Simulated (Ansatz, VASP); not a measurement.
## Two plane-wave programs on LiCl

The input INCAR:

```
PREC     = Accurate       # precision mode
ENCUT    = 520            # plane-wave cutoff, eV
EDIFF    = 1E-6           # SCF threshold, eV
ISMEAR   = 0              # smearing method
SIGMA    = 0.05           # smearing width, eV
LREAL    = False          # projectors in reciprocal space
LASPH    = True           # aspherical terms in the spheres
NELM     = 80             # most SCF steps
ALGO     = Normal         # electronic algorithm
ISIF     = 2              # what is computed and relaxed
LWAVE    = False          # write WAVECAR
LCHARG   = False          # write CHGCAR
GGA      = PE             # functional
NBANDS   = 12             # bands
```

Contents of KPOINTS:

```
regular mesh
0
Gamma
  8 8 8
```

Contents of POSCAR:

```
LiCl
1.0
    0.0000000000      2.5647600000      2.5647600000
    2.5647600000      0.0000000000      2.5647600000
    2.5647600000      2.5647600000      0.0000000000
Li Cl
1 1
Direct
    0.0000000000      0.0000000000      0.0000000000
    0.5000000000      0.5000000000      0.4220199941
```

Input for Ansatz:

```yaml
crystal:
  lattice:
    - [0.0, 2.56476, 2.56476]
    - [2.56476, 0.0, 2.56476]
    - [2.56476, 2.56476, 0.0]
  atoms:
    - { symbol: Li, position: [0.0, 0.0, 0.0] }
    - { symbol: Cl, position: [0.5, 0.5, 0.4220199941] }
basis:
  ecutwfc: 420
kpoints:
  mp_grid: { grid: [8, 8, 8] }
hamiltonian:
  xc: pbe
scf:
  occupations: { method: gaussian, width: 0.05 }
output:
  forces: true
  stress: true
  eigenvalues: true
```

Alike in both runs: task single point; functional PBE; k mesh 8 × 8 × 8; occupations gaussian, width 0.05 eV; no spin polarisation.

|  | VASP | Ansatz |
| --- | --- | --- |
| version | VASP 6.6.1 | Ansatz 0.2.0 |
| potentials or method | VASP PAW PBE potentials, release 64 (Li_sv, Cl), cutoff 520 eV | scalar-relativistic, plane waves, PAW |
| valence electrons in the cell | 10 | 10 |

```csv
,VASP,Ansatz,Ansatz less VASP
gap on the k mesh at the Fermi level (eV),6.30,6.29,-0.011
least direct gap on the mesh (eV),6.30,6.29,-0.011
rms of the force components (eV/Å),0.133,0.132,-0.0008
```

Atom by atom the forces differ by 0.001 eV/Å (rms over components). With one functional, cell and mesh, what is left measures potentials, basis and numerics.

Noted on VASP's run: the cutoff is short for stress, so the pressure is rough.
